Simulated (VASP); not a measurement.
## Rb: single point with PBE

Rb:

```
CELL_PARAMETERS angstrom
-2.86197 2.86197 2.86197
2.86197 -2.86197 2.86197
2.86197 2.86197 -2.86197
ATOMIC_POSITIONS crystal
Rb 0.00000 0.00000 0.00000
```

| Property | Result |
| --- | --- |
| Program | VASP 6.6.1 |
| Task | single point |
| Functional | PBE |
| Potentials or basis | VASP PAW PBE potentials, release 64 (Rb_sv) |
| Cutoff | 520 eV |
| k mesh | 10 × 10 × 10 |
| Occupations | fermi-dirac, width 0.05 eV |
| Spin | no spin polarisation |

```yaml
Pressure: -0.1 GPa
```

Levels at points of the mesh, in eV from the Fermi level:
```csv
k point,band 2,band 3,band 4,band 5,band 6,band 7,band 8,band 9
"(0.00, 0.00, 0.00)",-12.96,-12.96,-12.96,-1.93,3.65,3.65,3.65,4.56
"(0.50, 0.00, 0.00)",-13.05,-12.99,-12.96,0.24,0.76,2.58,4.19,5.08
"(0.50, 0.50, 0.50)",-13.03,-13.03,-13.03,1.28,1.28,3.17,3.17,3.17
```

Wall time 30 s on 1 thread of Intel Xeon 6975P-C, on a shared host, peak memory 0.24 GiB.
